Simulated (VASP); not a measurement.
PbCClO2, 10 atoms in the cell. It takes space group C2/m (No. 12, monoclinic). The conventional cell has a = 6.016 Å, b = 5.946 Å, c = 9.540 Å, α = 90.00°, β = 95.23°, γ = 90.00°. Within 1.7 Å of C (site symmetry 2) lie 2 O at 1.28 Å and 1 C at 1.58 Å. Cl (site symmetry m) has 5 Pb at 3.08 to 3.25 Å and 4 O at 3.26 to 3.39 Å and 8 Cl at 3.71 to 4.23 Å and 2 C at 3.85 Å within 4.3 Å. Within 1.7 Å of O (site symmetry 1) lie 1 C at 1.28 Å. Pb (site symmetry m) has 4 O at 2.54 to 2.74 Å and 5 Cl at 3.08 to 3.25 Å and 2 C at 3.33 Å within 3.4 Å. 

| Property | Result |
| --- | --- |
| Program | VASP 6.6.1 |
| Task | single point |
| Functional | r2SCAN |
| Potentials or basis | VASP PAW PBE potentials, release 64 (C, Cl, O, Pb_d) |
| Cutoff | 520 eV |
| k mesh | 4 × 4 × 2 |
| Occupations | fermi-dirac, width 0.1 eV |
| Spin | no spin polarisation |
| Dipole correction | no |
| Further INCAR settings | ALGO = Normal; EDIFF = 1e-06; NBANDS = 48; ISYM = 0 |

Potentials or basis: VASP PAW PBE potentials, release 64 (C, Cl, O, Pb_d).

Command:

```sh
$ cat potpaw_PBE.64/C/POTCAR potpaw_PBE.64/Cl/POTCAR potpaw_PBE.64/O/POTCAR potpaw_PBE.64/Pb_d/POTCAR > POTCAR
$ cp INCAR.step1 INCAR
$ mpirun -np 1 vasp_std > vasp.out
$ cp INCAR.step2 INCAR
$ mpirun -np 1 vasp_std > vasp.out
```

Hardware: 1 thread of Intel Xeon 8259CL, on a shared host.

Estimate the wall time of this run.

Wall time 14 min on 1 thread of Intel Xeon 8259CL (shared host), peak memory 0.37 GiB. Counts: k points 20.
